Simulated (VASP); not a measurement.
Here is a VASP 6.6.1 calculation.

File INCAR:

```
SYSTEM = Mo
PREC     = Accurate       ! precision mode
ENCUT    = 520            ! plane-wave cutoff, eV
EDIFF    = 1E-6           ! SCF threshold, eV
ISMEAR   = -1             ! smearing method
SIGMA    = 0.08           ! smearing width, eV
LREAL    = .FALSE.        ! projectors in reciprocal space
LASPH    = .TRUE.         ! aspherical terms in the spheres
NELM     = 100            ! most SCF steps
ALGO     = Normal         ! electronic algorithm
ISIF     = 2              ! what is computed and relaxed
LWAVE    = .FALSE.        ! write WAVECAR
LCHARG   = .FALSE.        ! write CHGCAR
NBANDS   = 13             ! bands
```

KPOINTS

```
regular mesh
0
G
  24 24 24
  0 0 0
```

Contents of POSCAR:

```
Mo
1.0
   -1.5558285367      1.5558285367      1.5558285367
    1.5558285367     -1.5558285367      1.5558285367
    1.5558285367      1.5558285367     -1.5558285367
Mo
1
Direct
    0.0000000000      0.0000000000      0.0000000000
```

Potentials or basis: VASP PAW LDA potentials, release 64 (Mo_sv).

Run with:

```console
$ cat potpaw_LDA.64/Mo_sv/POTCAR > POTCAR
$ mpirun -np 1 vasp_std > vasp.out
```

Q: What does it give for the pressure?

A: 1.2 GPa.

Q: Predict the band gap on the k mesh.

A: Zero (band 7 reaches 17.30 eV, above the bottom of band 8 at 11.63 eV).
